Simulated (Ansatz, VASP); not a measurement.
# AlGa3N4: VASP beside Ansatz

```
Al Ga N
1.0
     4.42675   -0.10336   -0.10336
    -0.10336    4.42675   -0.10336
    -0.10336   -0.10336    4.42675
Al Ga N
1 3 4
Direct
  0.00000 0.00000 0.00000
  0.50000 0.50000 0.00000
  0.50000 0.00000 0.50000
  0.00000 0.50000 0.50000
  0.75481 0.75481 0.24519
  0.75481 0.24519 0.75481
  0.24519 0.75481 0.75481
  0.24519 0.24519 0.24519
```

Change from the starting cell: equal engineering shear yz, xz and xy -0.0467, equal normal strain along x, y and z +0.0000.

Alike in both runs: task single point; functional LDA; k mesh 6 × 6 × 6; occupations gaussian, width 0.05 eV; no spin polarisation.

|  | VASP | Ansatz |
| --- | --- | --- |
| version | VASP 6.6.1 | Ansatz 0.2.0 |
| potentials or method | VASP PAW LDA potentials, release 64 (Al, Ga_d, N_h), cutoff 1330 eV | scalar-relativistic, plane waves, PAW |
| valence electrons in the cell | 62 | 62 |

```tsv
	VASP	Ansatz	Ansatz less VASP
gap on the k mesh at the Fermi level (eV)	2.31	2.30	-0.007
least direct gap on the mesh (eV)	2.31	2.30	-0.007
pressure (GPa)	2.9	1.9	-0.99
traceless stress, the component that is largest in VASP (GPa)	10.93	10.78	-0.141
rms of the force components (eV/Å)	0.610	0.592	-0.0181
```

Ansatz warns that its potentials were made for another functional, while VASP's fit it. LDA's correlation is that of Perdew and Zunger in VASP and of Perdew and Wang (1992) in Ansatz. Atom by atom the forces differ by 0.021 eV/Å (rms over components).
